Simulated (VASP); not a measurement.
# Ge: single point with r2SCAN

Ge, a slab with vacuum:

```
Ge
1.0
     4.01283    0.00000    0.00000
    -2.00642    3.47522    0.00000
     0.00000    0.00000   25.64851
Ge
8
Direct
  0.33333 0.66667 0.29241
  0.00000 0.00000 0.32435
  0.00000 0.00000 0.42016
  0.66667 0.33333 0.45210
  0.66667 0.33333 0.54790
  0.33333 0.66667 0.57984
  0.33333 0.66667 0.67565
  0.00000 0.00000 0.70759
```

```json
{
 "Program": "VASP 6.6.1",
 "Task": "single point",
 "Functional": "r2SCAN",
 "Potentials or basis": "VASP PAW PBE potentials, release 64 (Ge_d)",
 "Cutoff": "450 eV",
 "k mesh": "9 × 9 × 1",
 "Occupations": "gaussian, width 0.05 eV",
 "Spin": "no spin polarisation",
 "Dipole correction": "yes",
 "Electric field (eV/Å)": "0.3 eV/Å",
 "Further INCAR settings": "ALGO = Normal; EDIFF = 1e-06; NBANDS = 66; EFIELD = 0.3"
}
```

```json
{"Largest force": "0.543 eV/Å", "Band gap on the k mesh": "zero (bands 56 and 57 overlap by 0.30 eV)"}
```

Forces on the atoms (eV/Å):
```
Ge   0.000  0.000  0.237
Ge   0.000  0.000 -0.543
Ge   0.000  0.000  0.294
Ge   0.000  0.000 -0.143
Ge   0.000  0.000  0.135
Ge   0.000  0.000 -0.297
Ge   0.000  0.000  0.488
Ge   0.000  0.000 -0.170
```

Levels at points of the mesh, in eV from the Fermi level:
| k point | band 53 | band 54 | band 55 | band 56 | band 57 | band 58 | band 59 | band 60 |
| --- | --- | --- | --- | --- | --- | --- | --- | --- |
| (0.00, 0.00, 0.00) | -0.12 | -0.12 | 0.18 | 0.18 | 0.73 | 1.10 | 1.17 | 1.54 |

Wall time 46 min on 1 thread of Oxide Virtual Turin-like Processor, on a shared host, peak memory 0.45 GiB.

Caveat: the PAW data sets were made with another functional, which shifts forces and pressure a little.
